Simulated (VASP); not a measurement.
# PbO (Fm-3m) in VASP: notebook

Aim: see how the results for PbO move with the level of theory and the settings. Levels: LDA, r2SCAN, HSE06. Tasks: single point.

Program: VASP 6.6.1. These are calculated values, not measurements. Logs are shortened: lines on timing, memory, paths and dates and some standing lists are left out, and cuts for length are marked.

### Step 1. The cell of the first run

Symmetry: Fm-3m, No. 225, cubic system. Conventional cell: a = 5.213 Å, b = 5.213 Å, c = 5.213 Å, α = 90.00°, β = 90.00°, γ = 90.00°. Within 3.4 Å of Pb (site symmetry m-3m) lie 6 O at 2.61 Å. O (site symmetry m-3m) has 6 Pb at 2.61 Å within 3.4 Å.

### Step 2. Single point, LDA

INCAR

```
PREC = Accurate ; ENCUT = 520
EDIFF = 1E-6 ; ISMEAR = 0
SIGMA = 0.01 ; LREAL = False
LASPH = True ; NELM = 80
ALGO = Normal ; ISIF = 2
LWAVE = False ; LCHARG = False
NBANDS = 17
```

KPOINTS

```
regular mesh
0
Gamma
  4 4 4
```

POSCAR

```
PbO
1.0
    0.0000000000      2.6065174966      2.6065174966
    2.6065174966      0.0000000000      2.6065174966
    2.6065174966      2.6065174966      0.0000000000
Pb O
1 1
Direct
    0.0000000000      0.0000000000      0.0000000000
    0.5000000000      0.5000000000      0.5000000000
```

Potentials or basis: VASP PAW LDA potentials, release 64 (Pb_d, O).

Launch:

```bash
cat potpaw_LDA.64/Pb_d/POTCAR potpaw_LDA.64/O/POTCAR > POTCAR
mpirun -np 1 vasp_std > vasp.out
```

OUTCAR:

```text
PREC = Accurate
   ENCUT = 520
   EDIFF = 1E-6
   ISMEAR = 0
   LREAL = False
   LASPH = True
   NELM = 80
   ISIF = 2

 ion  position               nearest neighbor table
   1  0.000  0.000  0.000-   2 2.61   2 2.61   2 2.61   2 2.61   2 2.61   2 2.61
   2  0.500  0.500  0.500-   1 2.61   1 2.61   1 2.61   1 2.61   1 2.61   1 2.61

  LATTYP: Found a face centered cubic cell.
 ALAT       =     5.2130349932

  Lattice vectors:

 A1 = (   0.0000000000,   2.6065174966,   2.6065174966)
 A2 = (   2.6065174966,   0.0000000000,   2.6065174966)
 A3 = (   2.6065174966,   2.6065174966,   0.0000000000)

Analysis of symmetry for initial positions (statically):
=====================================================================
 Subroutine PRICEL returns:
 Original cell was already a primitive cell.

 Routine SETGRP: Setting up the symmetry group for a
 face centered cubic supercell.

 Subroutine GETGRP returns: Found 48 space group operations
 (whereof 48 operations were pure point group operations)
 out of a pool of 48 trial point group operations.

The static configuration has the point symmetry O_h .

Analysis of symmetry for dynamics (positions and initial velocities):
=====================================================================
 Subroutine PRICEL returns:
 Original cell was already a primitive cell.

 Routine SETGRP: Setting up the symmetry group for a
 face centered cubic supercell.

 Subroutine GETGRP returns: Found 48 space group operations
 (whereof 48 operations were pure point group operations)
 out of a pool of 48 trial point group operations.

The dynamic configuration has the point symmetry O_h .

 Subroutine INISYM returns: Found 48 space group operations
 (whereof 48 operations are pure point group operations),
 and found     1 'primitive' translations

----------------------------------------------------------------------------------------

                                     Primitive cell

  volume of cell :      35.4170

  direct lattice vectors                    reciprocal lattice vectors
     0.000000000  2.606517497  2.606517497    -0.191826834  0.191826834  0.191826834
     2.606517497  0.000000000  2.606517497     0.191826834 -0.191826834  0.191826834
     2.606517497  2.606517497  0.000000000     0.191826834  0.191826834 -0.191826834

  length of vectors
     3.686172394  3.686172394  3.686172394     0.332253823  0.332253823  0.332253823

  position of ions in fractional coordinates (direct lattice)
     0.000000000  0.000000000  0.000000000
     0.500000000  0.500000000  0.500000000

  ion indices of the primitive-cell ions
[... 58 lines left out ...]
   EDIFF  = 0.1E-05   stopping-criterion for ELM
   LREAL  =      F    real-space projection
   EDIFFG = 0.1E-04   stopping-criterion for IOM
   NSW    =      0    number of steps for IOM
   IBRION =     -1    ionic relax: 0-MD 1-quasi-New 2-CG
   NFREE  =      0    steps in history (QN), initial steepest desc. (CG)
   ISIF   =      2    stress and relaxation
   ISYM   =      2    0-nonsym 1-usesym 2-fastsym
   POTIM  = 0.5000    time-step for ionic-motion
   TEBEG  =    0.0;   TEEND  =   0.0 temperature during run
   PSTRESS=    0.0 pullay stress
   NELECT =      20.0000    total number of electrons
   NUPDOWN=      -1.0000    fix difference up-down
   EMIN   =  10.00;   EMAX   =-10.00  energy-range for DOS
   EFERMI =   0.00;   METHOD = LEGACY
   ISMEAR =     0;   SIGMA  =   0.01  broadening in eV -4-tet -1-fermi 0-gaus
   EFERMI_NEDOS =   21; number of points for ismear=-14 and -15
   IALGO  =     38    algorithm
   IMIX   =      4    mixing-type and parameters
     AMIX     =   0.40;   BMIX     =  1.00
     AMIX_MAG =   1.60;   BMIX_MAG =  1.00
  volume/ion in A,a.u.               =      17.71       119.50
  Fermi-wavevector in a.u.,A,eV,Ry     =   1.353155  2.557092 24.912651  1.831028
  Thomas-Fermi vector in A             =   2.480434
   LORBIT       =      0    0 simple, 1 ext, 2 COOP (PROOUT), +10 PAW based schemes
   GGA     = CA    functional components
   LHFCALC =     F    Hartree Fock is set to
   AEXX    =    0.0000 exact exchange contribution
   IVDW    =     0    specifies the selected vdW correction
   LEPSILON=     F    determine dielectric tensor
   LRPA    =     F    only Hartree local field effects (RPA)
 non-spin polarized calculation
 Gauss-broadening in eV      SIGMA  =   0.01
  energy-cutoff  :      520.00
  volume of cell :       35.42
 maximum number of plane-waves:       960
   NGX = 13   NGY = 13   NGZ = 13

 number of electron      20.0000001 magnetization

 Free energy of the ion-electron system (eV)
  ---------------------------------------------------
  ext. energy  EPLUGINS =         0.00000000
  ---------------------------------------------------
  free energy    TOTEN  =       -11.81445545 eV

  energy without entropy =      -11.81445545  energy(sigma->0) =      -11.81445545

 E-fermi :   6.1670     XC(G=0): -11.1227

 val. band max:        6.0917832538   @ k =   0.5000   0.0000   0.0000
 cond. band min:       6.6699506648   @ k =   0.5000   0.0000   0.0000
 fundamental gap:      0.5781674110
 Fermi energy:         6.1669562930

 k-point     1 :       0.0000    0.0000    0.0000
  band No.  band energies     occupation
      1     -11.2368      2.00000
      2     -10.0167      2.00000
      3     -10.0167      2.00000
      4     -10.0167      2.00000
      5      -9.9009      2.00000
      6      -9.9009      2.00000
[... 137 lines left out ...]
      4      -9.8982      2.00000
      5      -9.8148      2.00000
      6      -8.9258      2.00000
[... 9 lines left out ...]
     16      22.8852      0.00000
     17      23.2313      0.00000

------------------------ aborting loop because EDIFF is reached ----------------------------------------

  FORCE on cell =-STRESS in cart. coord.  units (eV):
  Direction    XX          YY          ZZ          XY          YZ          ZX
  --------------------------------------------------------------------------------------
  -------------------------------------------------------------------------------------
  Total       -1.2900978     -1.2900978     -1.2900978      0.0000000      0.0000000      0.0000000
  in kB      -58.3608075    -58.3608075    -58.3608075      0.0000000      0.0000000      0.0000000
  external PRESSURE =     -58.3608075 kB  Pullay stress =       0.0000000 kB

 VOLUME and BASIS-vectors are now :
 -----------------------------------------------------------------------------
  energy-cutoff  :      520.00
  volume of cell :       35.42
      direct lattice vectors                 reciprocal lattice vectors
     0.000000000  2.606517497  2.606517497    -0.191826834  0.191826834  0.191826834
     2.606517497  0.000000000  2.606517497     0.191826834 -0.191826834  0.191826834
     2.606517497  2.606517497  0.000000000     0.191826834  0.191826834 -0.191826834

 POSITION                                       TOTAL-FORCE (eV/Angst)
 -----------------------------------------------------------------------------------
      0.00000      0.00000      0.00000         0.000000      0.000000      0.000000
      2.60652      2.60652      2.60652        -0.000000     -0.000000     -0.000000
 -----------------------------------------------------------------------------------
    total drift:                                0.000000      0.000000      0.000000

  FREE ENERGIE OF THE ION-ELECTRON SYSTEM (eV)
  ---------------------------------------------------
  free  energy   TOTEN  =       -11.8144554507 eV

  energy  without entropy=      -11.8144554507  energy(sigma->0) =      -11.81445545
```

OSZICAR:

```text
N       E                     dE             d eps       ncg     rms          rms(c)
DAV:   1     0.178742441615E+03    0.17874E+03   -0.10517E+04   272   0.146E+03
DAV:   2    -0.173151145134E+01   -0.18047E+03   -0.17230E+03   304   0.372E+02
DAV:   3    -0.136198695259E+02   -0.11888E+02   -0.11826E+02   325   0.101E+02
DAV:   4    -0.138800976892E+02   -0.26023E+00   -0.26005E+00   351   0.158E+01
DAV:   5    -0.138883744709E+02   -0.82768E-02   -0.82762E-02   374   0.265E+00    0.833E+00
DAV:   6    -0.122441998613E+02    0.16442E+01   -0.15558E+01   379   0.274E+01    0.546E+00
DAV:   7    -0.118430274500E+02    0.40117E+00   -0.23174E+00   356   0.119E+01    0.147E+00
DAV:   8    -0.118749760226E+02   -0.31949E-01   -0.62679E-01   298   0.636E+00    0.190E+00
DAV:   9    -0.118167796165E+02    0.58196E-01   -0.79359E-02   304   0.245E+00    0.432E-01
DAV:  10    -0.118145785893E+02    0.22010E-02   -0.66708E-03   309   0.598E-01    0.828E-02
DAV:  11    -0.118145501416E+02    0.28448E-04   -0.36475E-04   387   0.149E-01    0.848E-02
DAV:  12    -0.118144549719E+02    0.95170E-04   -0.22522E-04   297   0.102E-01    0.400E-03
DAV:  13    -0.118144554507E+02   -0.47882E-06   -0.27014E-06   311   0.132E-02
   1 F= -.11814455E+02 E0= -.11814455E+02  d E =-.101248E-27
```

stdout:

```text
POSCAR found type information on POSCAR PbO
 POSCAR found :  2 types and       2 ions
 scaLAPACK will be used
 LDA part: xc-table for (Slater(with rela. corr.)+CA(PZ))
 , standard interpolation
 POSCAR, INCAR and KPOINTS ok, starting setup
 FFT: planning ... GRIDC
 FFT: planning ... GRID_SOFT
 FFT: planning ... GRID
 WAVECAR not read
 entering main loop
```

Wall time 6.7 s (1 thread of Intel Xeon Platinum 8259CL at 2.50GHz (Skylake/Cascade Lake), shared host); peak memory 0.14 GiB.

Results:

```yaml
Free_energy: -11.8145 eV
Pressure: -5.8 GPa
Band_gap_on_the_k_mesh: 0.58 eV, direct
```

Levels at points of the mesh, in eV from the valence-band top:
```
           k point  band 6  band 7  band 8  band 9  band 10  band 11  band 12  band 13  band 14  band 15
(0.00, 0.00, 0.00)  -15.99   -7.26   -2.33   -2.33    -2.33     8.45     8.45     8.45    10.41    11.50
(0.50, 0.00, 0.00)  -15.93   -8.41   -1.90   -1.90     0.00     0.58     5.10     5.10    10.24    14.26
(0.50, 0.50, 0.00)  -14.85   -5.87   -5.29   -3.34    -3.34     4.09     6.42     6.42     6.67    14.39
```

Caveat: the k points lie up to 0.52 Å⁻¹ apart; spin-orbit coupling is left out, which moves the levels of the heavy elements.

(Part 1 of 2 ends here.)
